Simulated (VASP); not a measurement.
The system is Sb.

```
Sb
1.0
    -1.57654    1.57654    2.71194
     1.57654   -1.57654    2.71194
     1.57654    1.57654   -2.71194
Sb
1
Direct
  0.00000 0.00000 0.00000
```

Program: VASP 6.6.1. Alike in all runs: task single point; potentials or basis VASP PAW PBE potentials, release 64 (Sb); no spin polarisation; cell as given; cutoff (eV) 520.

Question: Order these runs on this cell by their pressure, lowest first.
A. level BLYP; k mesh 12 × 12 × 12; smearing fermi-dirac 0.05 eV
B. level PBEsol+D4; k mesh 12 × 12 × 12; smearing gaussian 0.01 eV
C. level PBEsol; k mesh 7 × 7 × 7; smearing fermi-dirac 0.03 eV
D. level PBE; k mesh 12 × 12 × 12; smearing gaussian 0.028 eV

Answer: B (-3.1 GPa), C (-0.5 GPa), D (1.7 GPa), A (7.6 GPa).

Caveats: some runs use coarse meshes; the PAW data sets were made with another functional, which shifts forces and pressure a little (some runs); pairwise dispersion overbinds metals, which lowers pressure and volume (some runs).
